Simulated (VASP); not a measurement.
F, 4 atoms in the cell. Symmetry: Cmce, No. 64, orthorhombic system. Conventional cell: a = 4.946 Å, b = 3.221 Å, c = 6.545 Å, α = 90.00°, β = 90.00°, γ = 90.00°. Within 1.9 Å of F (site symmetry m) lie 1 F at 1.40 Å. 

```yaml
Program: VASP 6.6.1
Task: single point
Functional: PBE
Potentials_or_basis: VASP PAW PBE potentials, release 64 (F)
Cutoff: 600 eV
k_mesh: 10 × 10 × 4
Occupations: fermi-dirac, width 0.02 eV
Spin: no spin polarisation
Dipole_correction: no
Further_INCAR_settings: ALGO = Normal; EDIFF = 1e-06; NBANDS = 22
```

Potentials or basis: VASP PAW PBE potentials, release 64 (F).

Launch:

```bash
$ cat potpaw_PBE.64/F/POTCAR > POTCAR
$ mpirun -np 1 vasp_std > vasp.out
```

Hardware: 1 thread of Intel(R) Xeon(R) 6975P-C (Granite Rapids) (shared host).

**Question.** Estimate the wall time of this run.

**Answer.** Run time: 30 s on 1 thread of Intel(R) Xeon(R) 6975P-C (Granite Rapids) (shared host), peak memory 0.22 GiB. Counts: scf iterations 12, k points 93.
